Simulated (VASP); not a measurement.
Set up this calculation in VASP 6.6.1, as the native input.

| Item | Value |
| --- | --- |
| Task | single point |
| Functional | PBE |
| Potentials or basis | VASP PAW PBE potentials, release 64 (Li_sv, Be, F) |
| Cutoff | 520 eV |
| k mesh | 8 × 6 × 6 |
| Occupations | gaussian, width 0.02 eV |
| Spin | no spin polarisation |
| Dipole correction | no |
| Further INCAR settings | ALGO = Normal; EDIFF = 1e-06; NBANDS = 21 |

The structure of LiBeF3 lies in POSCAR:

```
LiBeF3
1.0
    2.7897887736      0.0000000000      0.0000000000
    0.0000000000      2.6348306170      4.2598286053
    0.0000000000     -2.6348306170      4.2598286053
Li Be F
1 1 3
Direct
    0.5000000000      0.6928658169      0.6928658169
    0.0000000000      0.0557329665      0.0557329665
    0.5000000000      0.9499013914      0.9499013914
    0.0000000000      0.9031486104      0.3978814347
    0.0000000000      0.3978814347      0.9031486104
```

One way to write it, as run:

INCAR

```
ALGO     = Normal         # electronic algorithm
EDIFF    = 1E-6           # SCF threshold, eV
ENCUT    = 520            # plane-wave cutoff, eV
GGA      = PE             # functional
ISIF     = 2              # what is computed and relaxed
ISMEAR   = 0              # smearing method
LASPH    = True           # aspherical terms in the spheres
LCHARG   = True           # write CHGCAR
LELF     = True           # ELF
LREAL    = False          # projectors in reciprocal space
LVHAR    = True         
LWAVE    = False          # write WAVECAR
NBANDS   = 21             # bands
NELM     = 80             # most SCF steps
PREC     = Accurate       # precision mode
SIGMA    = 0.02           # smearing width, eV
```

KPOINTS

```
k-points
0
Gamma
  8 6 6
```

Potentials or basis: VASP PAW PBE potentials, release 64 (Li_sv, Be, F).

Run with:

```console
$ cat potpaw_PBE.64/Li_sv/POTCAR potpaw_PBE.64/Be/POTCAR potpaw_PBE.64/F/POTCAR > POTCAR
$ mpirun -np 1 vasp_std > vasp.out
```

It gave:

```json
{
 "Largest force": "0.037 eV/Å",
 "Band gap on the k mesh": "7.37 eV (least direct gap 7.41 eV)"
}
```

It took 61 s on 1 thread of AMD EPYC 9R45 96-Core Processor (Zen 5), with other jobs on the host, peak memory 0.19 GiB.
